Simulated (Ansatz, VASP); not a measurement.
**HfO2 in VASP and in Ansatz**

```xyz
9
Lattice="2.5488 -2.5488 0.0000 2.5488 0.0000 -2.5488 5.5306 5.5306 5.5306" Properties=species:S:1:pos:R:3 pbc="T T T"
Hf    4.2481    4.2481    4.2481
Hf    4.2481    1.6993    1.6993
Hf    4.2481   -0.8495   -0.8495
O     5.5225    0.4249    0.4249
O     2.9737   -2.1239    0.4249
O     5.5225    2.9737    2.9737
O     8.0713    2.9737    2.9737
O     8.0713    0.4249    0.4249
O     2.9737    0.4249    0.4249
```

Alike in both runs: task single point; functional PBE; k mesh 7 × 7 × 3; occupations gaussian, width 0.05 eV; no spin polarisation.

|  | VASP | Ansatz |
| --- | --- | --- |
| version | VASP 6.6.1 | Ansatz 0.2.0 |
| potentials or method | VASP PAW PBE potentials, release 64 (Hf_pv, O), cutoff 520 eV | scalar-relativistic, plane waves, PAW |
| valence electrons in the cell | 66 | 114 |

VASP gave:

| Property | Result |
| --- | --- |
| gap on the k mesh at the Fermi level (eV) | 3.98 |
| least direct gap on the mesh (eV) | 4.10 |
| pressure (GPa) | -10.6 |
| traceless stress, the component that is largest in VASP (GPa) | 0.70 |
| rms of the force components (eV/Å) | 0.217 |

Question: Estimate Ansatz's values.

Answer: gap on the k mesh at the Fermi level (eV): 3.99; least direct gap on the mesh (eV): 4.09; pressure (GPa): -7.6; traceless stress, the component that is largest in VASP (GPa): 0.46; rms of the force components (eV/Å): 0.233.

Atom by atom the forces differ by 0.042 eV/Å (rms over components). The functional is the same, so the differences come from potentials, cutoffs and numerics. VASP's potentials hold 66 valence electrons a cell and Ansatz's 114, so a difference there can come from the potentials and not from the codes.

Neither program's run includes spin-orbit coupling.
